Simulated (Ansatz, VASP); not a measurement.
Sb: VASP beside Ansatz

```
Sb
1.0
     3.09254    0.00000    0.00000
     0.00000    3.09254    0.00000
     0.00000    0.00000    3.18819
Sb
1
Cartesian
  0.0000 0.0000 0.0000
```

Alike in both runs: functional PBE; k mesh 6 × 6 × 6; occupations gaussian, width 0.1 eV; no spin polarisation.

Ansatz relaxed the structure, and its values are those at the end. VASP's run is a single point on that final structure, the one shown.

```csv
,VASP,Ansatz
version,VASP 6.6.1,Ansatz 0.2.0
potentials or method,"VASP PAW PBE potentials, release 64 (Sb), cutoff 520 eV","scalar-relativistic, plane waves, PAW"
valence electrons in the cell,5,15
```

|  | VASP | Ansatz | Ansatz less VASP |
| --- | --- | --- | --- |
| gap on the k mesh at the Fermi level (eV) | none | none | - |
| pressure (GPa) | -0.1 | -0.1 | +0.03 |

A gap of «none» marks a metal or a gap that the smearing closes. VASP's potentials hold 5 valence electrons a cell and Ansatz's 15, so a difference there can come from the potentials and not from the codes.

Spin-orbit coupling is off throughout.
